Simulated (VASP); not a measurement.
MgRh, 2 atoms in the cell. Symmetry: Pm-3m, No. 221, cubic system. The conventional cell has a = 3.134 Å, b = 3.134 Å, c = 3.134 Å, α = 90.00°, β = 90.00°, γ = 90.00°. Mg (site symmetry m-3m) has 8 Rh at 2.71 Å and 6 Mg at 3.13 Å within 3.6 Å. Rh (site symmetry m-3m) has 8 Mg at 2.71 Å and 6 Rh at 3.13 Å within 3.6 Å. 

```yaml
Program: VASP 6.6.1
Task: single point
Functional: r2SCAN
Potentials_or_basis: VASP PAW PBE potentials, release 64 (Mg, Rh_pv)
Cutoff: 520 eV
k_mesh: 11 × 11 × 11
Occupations: fermi-dirac, width 0.1 eV
Spin: no spin polarisation
Dipole_correction: no
Further_INCAR_settings: ALGO = Normal; EDIFF = 1e-06; NBANDS = 16
```

Potentials or basis: VASP PAW PBE potentials, release 64 (Mg, Rh_pv).

Command:

```bash
$ cat potpaw_PBE.64/Mg/POTCAR potpaw_PBE.64/Rh_pv/POTCAR > POTCAR
$ cp INCAR.step1 INCAR
$ mpirun -np 1 vasp_std > vasp.out
$ cp INCAR.step2 INCAR
$ mpirun -np 1 vasp_std > vasp.out
```

Hardware: 1 thread of Intel(R) Xeon(R) Platinum 8259CL CPU @ 2.50GHz (Skylake/Cascade Lake), on a shared host.

Question: How long does it take, and how much memory?

Answer: Run time: 43 s on 1 thread of Intel(R) Xeon(R) Platinum 8259CL CPU @ 2.50GHz (Skylake/Cascade Lake) (shared host), peak memory 0.16 GiB. Counts: k points 56.
